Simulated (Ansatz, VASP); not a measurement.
**Si2W in VASP and in Ansatz**

The input INCAR:

```
PREC     = Accurate       # precision mode
ENCUT    = 520            # plane-wave cutoff, eV
EDIFF    = 1E-6           # SCF threshold, eV
ISMEAR   = 0              # smearing method
SIGMA    = 0.03           # smearing width, eV
LREAL    = F              # projectors in reciprocal space
LASPH    = T              # aspherical terms in the spheres
NELM     = 100            # most SCF steps
ALGO     = Normal         # electronic algorithm
ISIF     = 2              # what is computed and relaxed
LWAVE    = F              # write WAVECAR
LCHARG   = F              # write CHGCAR
GGA      = PE             # functional
NBANDS   = 43             # bands
```

File KPOINTS:

```
regular mesh
0
Gamma
  9 9 6
```

POSCAR

```
Si2W
1.0
    4.6143995253      0.0000000000      0.0000000000
   -2.3071997627      3.9961872121      0.0000000000
    0.0000000000      0.0000000000      6.6468916183
Si W
6 3
Direct
    0.8238313095      0.6476626189      0.5000000000
    0.1761686905      0.8238313095      0.8333333333
    0.6476626189      0.8238313095      0.1666666667
    0.1761686905      0.3523373811      0.5000000000
    0.8238313095      0.1761686905      0.8333333333
    0.3523373811      0.1761686905      0.1666666667
    0.0000000000      0.5000000000      0.1666666667
    0.5000000000      0.5000000000      0.8333333333
    0.5000000000      0.0000000000      0.5000000000
```

Input for Ansatz:

```yaml
crystal:
  lattice:
    - [4.6143995253, 0.0, 0.0]
    - [-2.3071997627, 3.9961872121, 0.0]
    - [0.0, 0.0, 6.6468916183]
  atoms:
    - { symbol: Si, position: [0.8238313095, 0.6476626189, 0.5] }
    - { symbol: Si, position: [0.1761686905, 0.8238313095, 0.8333333333] }
    - { symbol: Si, position: [0.6476626189, 0.8238313095, 0.1666666667] }
    - { symbol: Si, position: [0.1761686905, 0.3523373811, 0.5] }
    - { symbol: Si, position: [0.8238313095, 0.1761686905, 0.8333333333] }
    - { symbol: Si, position: [0.3523373811, 0.1761686905, 0.1666666667] }
    - { symbol: W, position: [0.0, 0.5, 0.1666666667] }
    - { symbol: W, position: [0.5, 0.5, 0.8333333333] }
    - { symbol: W, position: [0.5, 0.0, 0.5] }
basis:
  ecutwfc: 420
kpoints:
  mp_grid: { grid: [9, 9, 6] }
hamiltonian:
  xc: pbe
  pseudopotentials: { kind: paw, azcp: { folder: soft_1 } }
scf:
  occupations: { method: gaussian, width: 0.03 }
output:
  forces: true
  stress: true
  eigenvalues: true
```

Alike in both runs: task single point; functional PBE; k mesh 9 × 9 × 6; occupations gaussian, width 0.03 eV; no spin polarisation.

|  | VASP | Ansatz |
| --- | --- | --- |
| version | VASP 6.6.1 | Ansatz 0.2.0 |
| potentials or method | VASP PAW PBE potentials, release 64 (Si, W_sv), cutoff 520 eV | scalar-relativistic, plane waves, PAW |
| valence electrons in the cell | 66 | 66 |

```tsv
	VASP	Ansatz	Ansatz less VASP
gap on the k mesh at the Fermi level (eV)	0.26	0.26	+0.001
least direct gap on the mesh (eV)	0.69	0.69	+0.001
pressure (GPa)	2.0	1.9	-0.03
traceless stress, the component that is largest in VASP (GPa)	0.27	0.26	-0.010
rms of the force components (eV/Å)	0.722	0.721	-0.0011
```

Atom by atom the forces differ by 0.001 eV/Å (rms over components). The functional is the same, so the differences come from potentials, cutoffs and numerics.

Spin-orbit coupling is off throughout.
